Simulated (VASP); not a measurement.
# Rb3S4 (P1) in VASP: single point with PBE

Aim: the single point of Rb3S4 with PBE.

Program: VASP 6.6.1. These are calculated values, not measurements. Logs are shortened: lines on timing, memory, paths and dates and some standing lists are left out, and cuts for length are marked.

### Step 1. The cell of the first run

The typed cell holds 7 atoms: a = 3.662 Å, b = 3.728 Å, c = 14.760 Å, α = 89.34°, β = 87.29°, γ = 87.08°.

### Step 2. Single point, PBE

The input, INCAR:

```
SYSTEM = Rb3S4
PREC = Accurate
ENCUT = 520
EDIFF = 1E-7
ISMEAR = 0
SIGMA = 0.1
LREAL = .False.
LASPH = .True.
NELM = 60
ALGO = Normal
ISIF = 2
LWAVE = .False.
LCHARG = .False.
GGA = PE
NBANDS = 34
```

The input, KPOINTS:

```
regular mesh
0
Gamma
  6 6 2
  0 0 0
```

The input, POSCAR:

```
Rb3S4
1.0
    3.6622290739      0.0000000000      0.0000000000
    0.1896810524      3.7231639225      0.0000000000
    0.6986163826      0.1340825185     14.7426711301
Rb S
3 4
Direct
    0.8255696535      0.1352643804      0.2032772760
    0.8020861896      0.1432250681      0.4919602880
    0.8987697627      0.1536740858      0.7983278822
    0.3046903057      0.6348253989      0.3429521763
    0.4121365473      0.6586119380      0.6602026065
    0.8770685020      0.6386290122      0.0017391901
    0.3796790392      0.1357701165      0.0015405810
```

Potentials or basis: VASP PAW PBE potentials, release 64 (Rb_sv, S).

On the command line:

```
cat potpaw_PBE.64/Rb_sv/POTCAR potpaw_PBE.64/S/POTCAR > POTCAR
mpirun -np 1 vasp_std > vasp.out
```

OUTCAR:

```text
SYSTEM = Rb3S4
   PREC = Accurate
   ENCUT = 520
   EDIFF = 1E-7
   ISMEAR = 0
   LREAL = .False.
   LASPH = .True.
   NELM = 60
   ISIF = 2
   GGA = PE

 ion  position               nearest neighbor table
   1  0.826  0.135  0.203-   4 3.27   4 3.28   4 3.36   4 3.40   7 3.46   6 3.50   6 3.51   7 3.52
                             2 4.26   2 5.54   2 5.61   2 5.69   2 5.71
   2  0.802  0.143  0.492-   4 3.34   5 3.36   5 3.38   4 3.38   4 3.39   4 3.55   5 3.80   5 3.99
                             1 4.26   3 4.55   3 5.47   1 5.54   1 5.61   1 5.69   1 5.71
   3  0.899  0.154  0.798-   5 3.24   5 3.28   5 3.34   5 3.39   7 3.48   6 3.52   6 3.55   7 3.55
                             2 4.55   2 5.47
   4  0.305  0.635  0.343-   1 3.27   1 3.28   2 3.34   1 3.36   2 3.38   2 3.39   1 3.40   2 3.55

   5  0.412  0.659  0.660-   3 3.24   3 3.28   3 3.34   2 3.36   2 3.38   3 3.39   2 3.80   2 3.99

   6  0.877  0.639  0.002-   7 2.53   7 2.56   7 2.68   7 2.68   1 3.50   1 3.51   3 3.52   3 3.55

   7  0.380  0.136  0.002-   6 2.53   6 2.56   6 2.68   6 2.68   1 3.46   3 3.48   1 3.52   3 3.55

  Warning from LATTYP: Got some problem with cell dimensions!
  Tried to take original basis but could not verify dimensions!
  LATTYP: Found a triclinic cell.
 ALAT       =     3.6622290739
 B/A-ratio  =     4.1062957590
 C/A-ratio  =     1.0179572278
 COS(alpha) =     0.0011225012
 COS(beta)  =     0.0508802122
 COS(gamma) =     0.1970723581

  Lattice vectors:

 A1 = (   3.6622290739,   0.0000000000,   0.0000000000)
 A2 = (   2.9636126913,  -0.1340825185, -14.7426711301)
 A3 = (   0.1896810524,   3.7231639225,   0.0000000000)

Analysis of symmetry for initial positions (statically):
=====================================================================
 Subroutine PRICEL returns:
 Original cell was already a primitive cell.

 Routine SETGRP: Setting up the symmetry group for a
 triclinic supercell.

 Subroutine GETGRP returns: Found  1 space group operations
 (whereof  1 operations were pure point group operations)
 out of a pool of  2 trial point group operations.

The static configuration has the point symmetry C_1 .

Analysis of symmetry for dynamics (positions and initial velocities):
=====================================================================
 Subroutine PRICEL returns:
 Original cell was already a primitive cell.

 Routine SETGRP: Setting up the symmetry group for a
 triclinic supercell.

 Subroutine GETGRP returns: Found  1 space group operations
 (whereof  1 operations were pure point group operations)
 out of a pool of  2 trial point group operations.

The dynamic configuration has the point symmetry C_1 .

[... 115 lines left out ...]
   ISYM   =      2    0-nonsym 1-usesym 2-fastsym
   POTIM  = 0.5000    time-step for ionic-motion
   TEBEG  =    0.0;   TEEND  =   0.0 temperature during run
   PSTRESS=    0.0 pullay stress
   NELECT =      51.0000    total number of electrons
   NUPDOWN=      -1.0000    fix difference up-down
   EMIN   =  10.00;   EMAX   =-10.00  energy-range for DOS
   EFERMI =   0.00;   METHOD = LEGACY
   ISMEAR =     0;   SIGMA  =   0.10  broadening in eV -4-tet -1-fermi 0-gaus
   EFERMI_NEDOS =   21; number of points for ismear=-14 and -15
   IALGO  =     38    algorithm
   IMIX   =      4    mixing-type and parameters
     AMIX     =   0.40;   BMIX     =  1.00
     AMIX_MAG =   1.60;   BMIX_MAG =  1.00
  volume/ion in A,a.u.               =      28.72       193.79
  Fermi-wavevector in a.u.,A,eV,Ry     =   1.036383  1.958480 14.613878  1.074090
  Thomas-Fermi vector in A             =   2.170771
   LORBIT       =      0    0 simple, 1 ext, 2 COOP (PROOUT), +10 PAW based schemes
   GGA     = PE    functional components
   LHFCALC =     F    Hartree Fock is set to
   AEXX    =    0.0000 exact exchange contribution
   IVDW    =     0    specifies the selected vdW correction
   LEPSILON=     F    determine dielectric tensor
   LRPA    =     F    only Hartree local field effects (RPA)
 non-spin polarized calculation
 Gauss-broadening in eV      SIGMA  =   0.10
  energy-cutoff  :      520.00
  volume of cell :      201.02
 maximum number of plane-waves:      5449
   NGX = 13   NGY = 13   NGZ = 55

 number of electron      51.0000001 magnetization

 Free energy of the ion-electron system (eV)
  ---------------------------------------------------
  ext. energy  EPLUGINS =         0.00000000
  ---------------------------------------------------
  free energy    TOTEN  =       -22.19058336 eV

  energy without entropy =      -22.15127987  energy(sigma->0) =      -22.17093161

 E-fermi :   1.3443     XC(G=0):  -8.4693

 val. band max:        1.3318897181   @ k =   0.5000   0.1667  -0.0000
 cond. band min:       1.3655915509   @ k =   0.1667   0.5000  -0.0000
 fundamental gap:      0.0337018329
 Fermi energy:         1.3442979656

 k-point     1 :       0.0000    0.0000    0.0000
  band No.  band energies     occupation
      1     -24.7462      2.00000
      2     -24.7283      2.00000
      3     -24.3601      2.00000
      4     -13.1562      2.00000
      5      -9.9664      2.00000
      6      -9.7505      2.00000
[... 877 lines left out ...]
     33       7.8147      0.00000
     34       8.0312      0.00000

 [... further k-points ...]

------------------------ aborting loop because EDIFF is reached ----------------------------------------

  FORCE on cell =-STRESS in cart. coord.  units (eV):
  Direction    XX          YY          ZZ          XY          YZ          ZX
  --------------------------------------------------------------------------------------
  -------------------------------------------------------------------------------------
  Total       -0.2179706     -0.4431731     -0.1049515      0.0192658     -0.0383181     -0.5671111
  in kB       -1.7372991     -3.5322397     -0.8364987      0.1535552     -0.3054079     -4.5200673
  external PRESSURE =      -2.0353458 kB  Pullay stress =       0.0000000 kB

 VOLUME and BASIS-vectors are now :
 -----------------------------------------------------------------------------
  energy-cutoff  :      520.00
  volume of cell :      201.02
      direct lattice vectors                 reciprocal lattice vectors
     3.662229074  0.000000000  0.000000000     0.273057742 -0.013911254 -0.012812967
     0.189681052  3.723163922  0.000000000     0.000000000  0.268588765 -0.002442777
     0.698616383  0.134082518 14.742671130     0.000000000  0.000000000  0.067830313

 POSITION                                       TOTAL-FORCE (eV/Angst)
 -----------------------------------------------------------------------------------
      3.19110      0.53087      2.99685         0.026478      0.008836      0.042054
      3.30828      0.59921      7.25281         0.069247     -0.016664      0.119947
      3.87837      0.67920     11.76949        -0.029195      0.008139     -0.009354
      1.47585      2.40954      5.05603         0.043654      0.007783     -0.053732
      2.09549      2.54064      9.73315        -0.084303     -0.014791     -0.074481
      3.33438      2.37795      0.02564         0.001529      0.006479     -0.017380
      1.41730      0.50570      0.02271        -0.027410      0.000218     -0.007054
 -----------------------------------------------------------------------------------
    total drift:                               -0.000368      0.000098     -0.000085

  FREE ENERGIE OF THE ION-ELECTRON SYSTEM (eV)
  ---------------------------------------------------
  free  energy   TOTEN  =       -22.1905833561 eV

  energy  without entropy=      -22.1512798700  energy(sigma->0) =      -22.17093161
```

OSZICAR:

```text
N       E                     dE             d eps       ncg     rms          rms(c)
DAV:   1     0.305403560227E+03    0.30540E+03   -0.22228E+04  2720   0.129E+03
DAV:   2    -0.229130075543E+01   -0.30769E+03   -0.30033E+03  3806   0.250E+02
DAV:   3    -0.241109605495E+02   -0.21820E+02   -0.21645E+02  3552   0.673E+01
[... 22 lines left out ...]
DAV:  26    -0.221905991093E+02    0.35938E-05   -0.20419E-06  3956   0.426E-03    0.600E-02
DAV:  27    -0.221905895924E+02    0.95169E-05   -0.54661E-06  3116   0.107E-02    0.399E-02
DAV:  28    -0.221905844269E+02    0.51655E-05   -0.71035E-06  3352   0.117E-02    0.188E-02
DAV:  29    -0.221905834178E+02    0.10091E-05   -0.20988E-06  3520   0.623E-03    0.724E-03
DAV:  30    -0.221905833561E+02    0.61686E-07   -0.50884E-07  2562   0.197E-03
   1 F= -.22190583E+02 E0= -.22170932E+02  d E =-.393035E-01
```

stdout:

```text
POSCAR found type information on POSCAR RbS
 POSCAR found :  2 types and       7 ions
 scaLAPACK will be used
 LDA part: xc-table for (Slater+PW92), standard interpolation
 POSCAR, INCAR and KPOINTS ok, starting setup
 FFT: planning ... GRIDC
 FFT: planning ... GRID_SOFT
 FFT: planning ... GRID
 WAVECAR not read
 entering main loop
```

Wall time 15 min (1 thread of Intel Xeon 8259CL, shared host); peak memory 0.39 GiB.

What came out:

```
Free energy            : -22.1906 eV
Pressure               : -0.2 GPa
Largest force          : 0.139 eV/Å
Band gap on the k mesh : zero (an odd number of electrons rules out a gap without spin polarisation)
```

Forces in eV/Å, atoms in the order of the input:
```
Rb   0.026  0.009  0.042
Rb   0.069 -0.017  0.120
Rb  -0.029  0.008 -0.009
S    0.044  0.008 -0.054
S   -0.084 -0.015 -0.074
S    0.002  0.006 -0.017
S   -0.027  0.000 -0.007
```

The gap in the log of VASP goes by the Fermi energy; the results here count the filled bands.